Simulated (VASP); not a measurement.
Rb2Re: single point with PBE

Rb2Re:

```xyz
3
Lattice="6.0847 0.0000 0.0000 -3.0423 5.2695 0.0000 0.0000 0.0000 2.8967" Properties=species:S:1:pos:R:3 pbc="T T T"
Rb    0.0000    3.5130    1.4484
Rb    3.0423    1.7565    1.4484
Re    0.0000    0.0000    0.0000
```

| Item | Value |
| --- | --- |
| Program | VASP 6.6.1 |
| Task | single point |
| Functional | PBE |
| Potentials or basis | VASP PAW PBE potentials, release 64 (Rb_sv, Re) |
| Cutoff | 520 eV |
| k mesh | 6 × 6 × 4 |
| Occupations | gaussian, width 0.1 eV |
| Spin | no spin polarisation |

| Item | Value |
| --- | --- |
| Pressure | 0.3 GPa |
| Band gap on the k mesh | zero (an odd number of electrons rules out a gap without spin polarisation) |

Stress tensor (GPa, compression positive):
```
0.15 0.00 0.00
0.00 0.15 0.00
0.00 0.00 0.52
```

Levels at points of the mesh, in eV from the Fermi level:
```
           k point  band 8  band 9  band 10  band 11  band 12  band 13  band 14  band 15  band 16  band 17
(0.00, 0.00, 0.00)  -10.55   -4.09    -1.53    -0.19    -0.19     1.12     1.12     2.09     2.09     3.23
(0.50, 0.00, 0.00)  -10.59   -3.51    -0.99    -0.84    -0.33    -0.31     1.62     2.08     2.10     3.28
(0.00, 0.00, 0.50)  -11.54   -1.14    -1.14    -0.25    -0.25    -0.19     1.36     2.86     2.86     3.00
(0.50, 0.00, 0.50)  -11.46   -1.22    -1.07    -0.90     0.33     0.46     0.89     2.32     2.48     3.66
```

It took 52 s on 1 thread of Intel(R) Xeon(R) 6975P-C (Granite Rapids), with other jobs on the host, peak memory 0.24 GiB.

Caveat: the k points lie up to 0.54 Å⁻¹ apart, too coarse for converged energies and pressures of a metal; spin-orbit coupling is left out, which moves the levels of the heavy elements.
